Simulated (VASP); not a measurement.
The system is HfO2.

```
Hf O
1.0
     4.81353    0.00000    0.00000
     0.00000    4.81353    0.00000
     0.00000    0.00000    3.20542
Hf O
2 4
Direct
  0.00000 0.00000 0.00000
  0.50000 0.50000 0.50000
  0.19496 0.80504 0.50000
  0.30504 0.30504 0.00000
  0.69496 0.69496 0.00000
  0.80504 0.19496 0.50000
```

* Program: VASP 6.6.1
* Task: relaxation of cell and atoms
* Functional: PBE
* Potentials or basis: VASP PAW PBE potentials, release 64 (Hf_pv, O)
* Cutoff: 600 eV
* k mesh: 6 × 6 × 8
* Occupations: fermi-dirac, width 0.02 eV
* Spin: no spin polarisation

At the start: pressure 5.4 GPa; volume 12.38 Å³/atom.

**Question.** How do energy, volume and symmetry change on relaxing?

**Answer.** Over 13 steps the energy falls by 4.9 meV/atom and the volume is 12.68 Å³/atom (+2.4 %); space group P4_2/mnm (No. 136, to 0.05 Å).

The path:
```tsv
step	energy change (eV)	largest force (eV/Å)	pressure (GPa)	volume (Å³)
1	0.0000	0.0288	5.38	74.27
2	0.0412	0.1833	-7.48	78.83
3	-0.0283	0.0598	-0.11	76.00
4	-0.0283	0.0577	0.11	75.96
5	-0.0292	0.0107	0.11	76.05
6	-0.0292	0.0110	0.09	76.04
7	-0.0292	0.0100	0.08	76.04
8	-0.0290	0.0240	0.12	76.00
9	-0.0292	0.0067	0.10	76.04
10	-0.0292	0.0010	-0.10	76.11
11	-0.0293	0.0028	-0.03	76.08
12	-0.0293	0.0031	-0.02	76.08
13	-0.0293	0.0039	-0.02	76.07
```

Final structure:
```
Hf O
1.0
     4.85721    0.00000    0.00000
     0.00000    4.85721    0.00000
     0.00000    0.00000    3.22443
Hf O
2 4
Cartesian
  0.0000 0.0000 0.0000
  2.4286 2.4286 1.6122
  0.9458 3.9114 1.6122
  1.4828 1.4828 0.0000
  3.3744 3.3744 0.0000
  3.9114 0.9458 1.6122
```
